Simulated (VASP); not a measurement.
# Ca2TaO3 (P6/mmm) in VASP: single point with PBE

Aim: the single point of Ca2TaO3 with PBE.

All numbers are computed with VASP 6.6.1; they aren't measurements. Logs are shortened: lines on timing, memory, paths and dates and some standing lists are left out, and cuts for length are marked.

## Step 1: The cell of the first run

The structure is hexagonal, space group P6/mmm (No. 191). The conventional cell has a = 4.020 Å, b = 4.020 Å, c = 7.326 Å, α = 90.00°, β = 90.00°, γ = 120.00°. Ca (site symmetry 6mm) has 1 O at 1.52 Å within 2.0 Å. Ta (site symmetry 6/mmm) has 2 Ca at 2.14 Å within 2.8 Å. O (site symmetry 6/mmm) has 2 Ca at 1.52 Å within 2.0 Å. O (site symmetry -6m2) has 6 O at 2.32 Å and 6 Ca at 2.78 Å within 3.1 Å.

The cell was generated, and may not be a known phase.

## Step 2: Single point, PBE

The input, INCAR:

```
PREC     = Accurate       # precision mode
ENCUT    = 700            # plane-wave cutoff, eV
EDIFF    = 1E-6           # SCF threshold, eV
ISMEAR   = 0              # smearing method
SIGMA    = 0.1            # smearing width, eV
LREAL    = False          # projectors in reciprocal space
LASPH    = True           # aspherical terms in the spheres
NELM     = 120            # most SCF steps
ALGO     = Normal         # electronic algorithm
ISIF     = 2              # what is computed and relaxed
LWAVE    = False          # write WAVECAR
LCHARG   = True           # write CHGCAR
GGA      = PE             # functional
LELF     = True           # ELF
LVHAR    = True         
NBANDS   = 34             # bands
GGA_COMPAT= False
```

The input, KPOINTS:

```
regular mesh
0
Gamma
  6 6 4
```

The input, POSCAR:

```
Ca2TaO3
1.0
    4.0202894800      0.0000000000      0.0000000000
   -2.0101447400      3.4816728200      0.0000000000
    0.0000000000      0.0000000000      7.3257312100
Ca Ta O
2 1 3
Direct
    0.0000000000      0.0000000000      0.2077621500
    0.0000000000      0.0000000000      0.7922378500
    0.0000000000      0.0000000000      0.5000000000
    0.0000000000      0.0000000000      0.0000000000
    0.3333333300      0.6666666700      0.0000000000
    0.6666666700      0.3333333300      0.0000000000
```

Potentials or basis: VASP PAW PBE potentials, release 64 (Ca_sv, Ta_sv_GW, O).

On the command line:

```console
$ cat potpaw_PBE.64/Ca_sv/POTCAR potpaw_PBE.64/Ta_sv_GW/POTCAR potpaw_PBE.64/O/POTCAR > POTCAR
$ mpirun -np 1 vasp_std > vasp.out
```

OUTCAR:

```text
PREC = Accurate
   ENCUT = 700
   EDIFF = 1E-6
   ISMEAR = 0
   LREAL = False
   LASPH = True
   NELM = 120
   ISIF = 2
   GGA = PE

 ion  position               nearest neighbor table
   1  0.000  0.000  0.208-   4 1.52   3 2.14   2 3.04
   2  0.000  0.000  0.792-   4 1.52   3 2.14   1 3.04
   3  0.000  0.000  0.500-   1 2.14   2 2.14
   4  0.000  0.000  0.000-   1 1.52   2 1.52
   5  0.333  0.667  0.000-
   6  0.667  0.333  0.000-

  LATTYP: Found a hexagonal cell.
 ALAT       =     4.0202894800
 C/A-ratio  =     1.8221899807

  Lattice vectors:

 A1 = (   4.0202894800,   0.0000000000,   0.0000000000)
 A2 = (  -2.0101447400,   3.4816728200,   0.0000000000)
 A3 = (   0.0000000000,   0.0000000000,   7.3257312100)

Analysis of symmetry for initial positions (statically):
=====================================================================
 Subroutine PRICEL returns:
 Original cell was already a primitive cell.

 Routine SETGRP: Setting up the symmetry group for a
 hexagonal supercell.

 Subroutine GETGRP returns: Found 24 space group operations
 (whereof 24 operations were pure point group operations)
 out of a pool of 24 trial point group operations.

The static configuration has the point symmetry D_6h.

Analysis of symmetry for dynamics (positions and initial velocities):
=====================================================================
 Subroutine PRICEL returns:
 Original cell was already a primitive cell.

 Routine SETGRP: Setting up the symmetry group for a
 hexagonal supercell.

 Subroutine GETGRP returns: Found 24 space group operations
 (whereof 24 operations were pure point group operations)
 out of a pool of 24 trial point group operations.

The dynamic configuration has the point symmetry D_6h.

 Subroutine INISYM returns: Found 24 space group operations
 (whereof 24 operations are pure point group operations),
 and found     1 'primitive' translations

----------------------------------------------------------------------------------------

                                     Primitive cell

  volume of cell :     102.5407

  direct lattice vectors                    reciprocal lattice vectors
     4.020289480  0.000000000  0.000000000     0.248738307  0.143609129  0.000000000
    -2.010144740  3.481672820  0.000000000     0.000000000  0.287218257  0.000000000
     0.000000000  0.000000000  7.325731210     0.000000000  0.000000000  0.136505145

  length of vectors
     4.020289480  4.020289480  7.325731210     0.287218257  0.287218257  0.136505145

  position of ions in fractional coordinates (direct lattice)
     0.000000000  0.000000000  0.207762150
     0.000000000  0.000000000  0.792237850
     0.000000000  0.000000000  0.500000000
     0.000000000  0.000000000  0.000000000
     0.333333330  0.666666670  0.000000000
     0.666666670  0.333333330  0.000000000

  ion indices of the primitive-cell ions
   primitive index   ion index
                 1           1
                 2           2
                 3           3
                 4           4
                 5           5
                 6           6

----------------------------------------------------------------------------------------

 KPOINTS: regular mesh

Automatic generation of k-mesh.
 Grid dimensions read from file:
 generate k-points for:    6    6    4

 Generating k-lattice:

  Cartesian coordinates                     Fractional coordinates (reciprocal lattice)
     0.041456385  0.023934855  0.000000000     0.166666667  0.000000000  0.000000000
     0.000000000  0.047869710  0.000000000     0.000000000  0.166666667  0.000000000
     0.000000000  0.000000000  0.034126286     0.000000000  0.000000000  0.250000000

  Length of vectors
     0.047869710  0.047869710  0.034126286

  Shift w.r.t. Gamma in fractional coordinates (k-lattice)
     0.000000000  0.000000000  0.000000000

 Subroutine IBZKPT returns following result:
 ===========================================

 Found     21 irreducible k-points:

 Following reciprocal coordinates:
            Coordinates               Weight
  0.000000  0.000000  0.000000      1.000000
  0.166667  0.000000  0.000000      6.000000
  0.333333  0.000000  0.000000      6.000000
  0.500000  0.000000  0.000000      3.000000
  0.166667  0.166667  0.000000      6.000000
  0.333333  0.166667  0.000000     12.000000
[... 13 lines left out ...]
  0.333333  0.166667  0.500000     12.000000
  0.333333  0.333333  0.500000      2.000000
   k-points           NKPTS =     21   k-points in BZ     NKDIM =     21   number of bands    NBANDS=     34
   number of dos      NEDOS =    301   number of ions     NIONS =      6
   total plane-waves  NPLWV =  82944
   dimension x,y,z NGX =    36 NGY =   36 NGZ =   64
   dimension x,y,z NGXF=    72 NGYF=   72 NGZF=  128
   ions per type =               2   1   3
   NGX,Y,Z   is equivalent  to a cutoff of  14.89, 14.89, 14.52 a.u.
   NGXF,Y,Z  is equivalent  to a cutoff of  29.77, 29.77, 29.05 a.u.
 SYSTEM =  unknown system
   PREC   = accura    normal or accurate (medium, high low for compatibility)
   ISTART =      0    job   : 0-new  1-cont  2-samecut
   ICHARG =      2    charge: 1-file 2-atom 10-const
   ISPIN  =      1    spin polarized calculation?
   LNONCOLLINEAR =      F non collinear calculations
   LSORBIT =      F    spin-orbit coupling
   LASPH  =      T    aspherical Exc in radial PAW
   ENCUT  =  700.0 eV  51.45 Ry    7.17 a.u.   8.67  8.67 15.80*2*pi/ulx,y,z
   NELM   =    120;   NELMIN=  2; NELMDL= -5     # of ELM steps
   EDIFF  = 0.1E-05   stopping-criterion for ELM
   LREAL  =      F    real-space projection
   EDIFFG = 0.1E-04   stopping-criterion for IOM
   NSW    =      0    number of steps for IOM
   IBRION =     -1    ionic relax: 0-MD 1-quasi-New 2-CG
   NFREE  =      0    steps in history (QN), initial steepest desc. (CG)
   ISIF   =      2    stress and relaxation
   ISYM   =      2    0-nonsym 1-usesym 2-fastsym
   POTIM  = 0.5000    time-step for ionic-motion
   TEBEG  =    0.0;   TEEND  =   0.0 temperature during run
   PSTRESS=    0.0 pullay stress
   NELECT =      51.0000    total number of electrons
   NUPDOWN=      -1.0000    fix difference up-down
   EMIN   =  10.00;   EMAX   =-10.00  energy-range for DOS
   EFERMI =   0.00;   METHOD = LEGACY
   ISMEAR =     0;   SIGMA  =   0.10  broadening in eV -4-tet -1-fermi 0-gaus
   EFERMI_NEDOS =   21; number of points for ismear=-14 and -15
   IALGO  =     38    algorithm
   IMIX   =      4    mixing-type and parameters
     AMIX     =   0.40;   BMIX     =  1.00
     AMIX_MAG =   1.60;   BMIX_MAG =  1.00
  volume/ion in A,a.u.               =      17.09       115.33
  Fermi-wavevector in a.u.,A,eV,Ry     =   1.297078  2.451122 22.890600  1.682412
  Thomas-Fermi vector in A             =   2.428494
   LORBIT       =      0    0 simple, 1 ext, 2 COOP (PROOUT), +10 PAW based schemes
   GGA     = PE    functional components
   LHFCALC =     F    Hartree Fock is set to
   AEXX    =    0.0000 exact exchange contribution
   IVDW    =     0    specifies the selected vdW correction
   LEPSILON=     F    determine dielectric tensor
   LRPA    =     F    only Hartree local field effects (RPA)
 non-spin polarized calculation
 Gauss-broadening in eV      SIGMA  =   0.10
  energy-cutoff  :      700.00
  volume of cell :      102.54
 maximum number of plane-waves:      4334
 NGX is ok and might be reduce to    36
   NGX = 17   NGY = 17   NGZ = 31

 number of electron      50.9999992 magnetization

 Free energy of the ion-electron system (eV)
  ---------------------------------------------------
  ext. energy  EPLUGINS =         0.00000000
  ---------------------------------------------------
  free energy    TOTEN  =       -19.14931587 eV

  energy without entropy =      -19.09427098  energy(sigma->0) =      -19.12179342

 E-fermi :   3.0243     XC(G=0):  -9.8337

 val. band max:        2.9917329267   @ k =   0.3333   0.1667   0.5000
 cond. band min:       3.0279739326   @ k =   0.1667   0.1667   0.5000
 fundamental gap:      0.0362410059
 Fermi energy:         3.0242593855

 k-point     1 :       0.0000    0.0000    0.0000
  band No.  band energies     occupation
      1     -65.1662      2.00000
      2     -36.1225      2.00000
      3     -35.9687      2.00000
      4     -31.7386      2.00000
      5     -31.6276      2.00000
      6     -31.6276      2.00000
[... 26 lines left out ...]
     33       8.5522      0.00000
     34       8.5522      0.00000

 k-point     2 :       0.1667    0.0000    0.0000
  band No.  band energies     occupation
      1     -65.1661      2.00000
      2     -36.1208      2.00000
      3     -35.9666      2.00000
      4     -31.7380      2.00000
      5     -31.6342      2.00000
      6     -31.6293      2.00000
[... 26 lines left out ...]
     33       8.5922      0.00000
     34       8.8843      0.00000

 k-point     3 :       0.3333    0.0000    0.0000
  band No.  band energies     occupation
      1     -65.1658      2.00000
      2     -36.1174      2.00000
      3     -35.9624      2.00000
      4     -31.7367      2.00000
      5     -31.6474      2.00000
      6     -31.6328      2.00000
[... 26 lines left out ...]
     33       8.5553      0.00000
     34       9.0711      0.00000

 k-point     4 :       0.5000    0.0000    0.0000
  band No.  band energies     occupation
      1     -65.1657      2.00000
      2     -36.1158      2.00000
      3     -35.9603      2.00000
      4     -31.7360      2.00000
      5     -31.6540      2.00000
      6     -31.6345      2.00000
[... 26 lines left out ...]
     33       8.5246      0.00000
     34       8.8040      0.00000

 k-point     5 :       0.1667    0.1667    0.0000
  band No.  band energies     occupation
      1     -65.1659      2.00000
      2     -36.1183      2.00000
      3     -35.9634      2.00000
      4     -31.7370      2.00000
      5     -31.6429      2.00000
      6     -31.6331      2.00000
[... 510 lines left out ...]
 k-point    19 :       0.1667    0.1667    0.5000
  band No.  band energies     occupation
      1     -65.1659      2.00000
      2     -36.2931      2.00000
      3     -35.7492      2.00000
      4     -31.8167      2.00000
      5     -31.6429      2.00000
      6     -31.6331      2.00000
[... 26 lines left out ...]
     33       8.3520      0.00000
     34       8.4583      0.00000

 k-point    20 :       0.3333    0.1667    0.5000
  band No.  band energies     occupation
      1     -65.1656      2.00000
      2     -36.2900      2.00000
      3     -35.7467      2.00000
      4     -31.8154      2.00000
      5     -31.6507      2.00000
      6     -31.6378      2.00000
[... 26 lines left out ...]
     33       8.4626      0.00000
     34       8.6277      0.00000

 k-point    21 :       0.3333    0.3333    0.5000
  band No.  band energies     occupation
      1     -65.1655      2.00000
      2     -36.2890      2.00000
      3     -35.7458      2.00000
      4     -31.8149      2.00000
      5     -31.6463      2.00000
      6     -31.6463      2.00000
[... 26 lines left out ...]
     33       8.3544      0.00000
     34       8.5427      0.00000

------------------------ aborting loop because EDIFF is reached ----------------------------------------

  FORCE on cell =-STRESS in cart. coord.  units (eV):
  Direction    XX          YY          ZZ          XY          YZ          ZX
  --------------------------------------------------------------------------------------
  -------------------------------------------------------------------------------------
  Total       -4.0613466     -4.0613466     82.0484247      0.0000000     -0.0000000      0.0000000
  in kB      -63.4577075    -63.4577075   1281.9897927      0.0000000     -0.0000000      0.0000000
  external PRESSURE =     385.0247926 kB  Pullay stress =       0.0000000 kB

 VOLUME and BASIS-vectors are now :
 -----------------------------------------------------------------------------
  energy-cutoff  :      700.00
  volume of cell :      102.54
      direct lattice vectors                 reciprocal lattice vectors
     4.020289480  0.000000000  0.000000000     0.248738307  0.143609129  0.000000000
    -2.010144740  3.481672820  0.000000000     0.000000000  0.287218257  0.000000000
     0.000000000  0.000000000  7.325731210     0.000000000  0.000000000  0.136505145

 POSITION                                       TOTAL-FORCE (eV/Angst)
 -----------------------------------------------------------------------------------
      0.00000      0.00000      1.52201         0.000000     -0.000000     10.665078
      0.00000      0.00000      5.80372         0.000000     -0.000000    -10.665078
      0.00000      0.00000      3.66287         0.000000     -0.000000      0.000000
      0.00000      0.00000      0.00000         0.000000     -0.000000      0.000000
     -0.00000      2.32112      0.00000         0.000000      0.000000     -0.000000
      2.01014      1.16056      0.00000        -0.000000     -0.000000      0.000000
 -----------------------------------------------------------------------------------
    total drift:                               -0.000000      0.000000     -0.000000

  FREE ENERGIE OF THE ION-ELECTRON SYSTEM (eV)
  ---------------------------------------------------
  free  energy   TOTEN  =       -19.1493158713 eV

  energy  without entropy=      -19.0942709754  energy(sigma->0) =      -19.12179342
```

It took 4.8 min on 1 thread of AMD EPYC 7R43 (Zen 3), shared host; peak memory 0.3 GiB.

What came out:

| Property | Result |
| --- | --- |
| Free energy | -19.1493 eV |
| Pressure | 38.5 GPa |
| Largest force | 10.665 eV/Å |
| Band gap on the k mesh | zero (an odd number of electrons rules out a gap without spin polarisation) |

Forces in eV/Å, atoms in the order of the input:
```
Ca    0.000   0.000  10.665
Ca    0.000   0.000 -10.665
Ta    0.000   0.000   0.000
O     0.000   0.000   0.000
O     0.000   0.000   0.000
O     0.000   0.000   0.000
```

Levels at points of the mesh, in eV from the Fermi level:
```csv
k point,band 23,band 24,band 25,band 26,band 27,band 28
"(0.00, 0.00, 0.00)",-0.69,-0.06,-0.06,0.47,0.47,0.92
"(0.50, 0.00, 0.00)",-1.28,-1.11,-0.27,-0.24,0.24,0.66
"(0.00, 0.00, 0.50)",-0.69,0.27,0.27,0.44,0.44,1.18
"(0.50, 0.00, 0.50)",-0.95,-0.72,0.07,0.24,0.45,0.50
```

Caveat: the stress differs along the axes, from -6 to 128 GPa; spin-orbit coupling is left out, which moves the levels of the heavy elements; an odd number of electrons without spin polarisation forces a metal; a magnetic or distorted state may lie lower.

The gap in the log of VASP goes by the Fermi energy; the results here count the filled bands.